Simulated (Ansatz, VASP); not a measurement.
**Two plane-wave programs on Pd**

```xyz
1
Lattice="0.0000 2.0159 2.0159 2.0159 0.0000 2.0159 2.0159 2.0159 0.0000" Properties=species:S:1:pos:R:3 pbc="T T T"
Pd    0.0000    0.0000    0.0000
```

Alike in both runs: task single point; functional BLYP; k mesh 7 × 7 × 7; occupations fermi-dirac, width 0.1 eV; collinear spin.

```csv
,VASP,Ansatz
version,VASP 6.6.1,Ansatz 0.2.0
potentials or method,"VASP PAW PBE potentials, release 64 (Pd), cutoff 500 eV","plane waves (420 eV) with PAW, scalar-relativistic"
valence electrons in the cell,10,18
```

|  | VASP | Ansatz | Ansatz less VASP |
| --- | --- | --- | --- |
| net moment per atom (μB) | 0.00 | 0.00 | -0.002 |

VASP's potentials were made for PBE, not for BLYP. The functional is the same, so the differences come from potentials, cutoffs and numerics. VASP's potentials hold 10 valence electrons a cell and Ansatz's 18, so a difference there can come from the potentials and not from the codes. Ansatz's warnings: seeded moment not kept.

The k mesh is coarse, so the values compare programs but aren't converged.
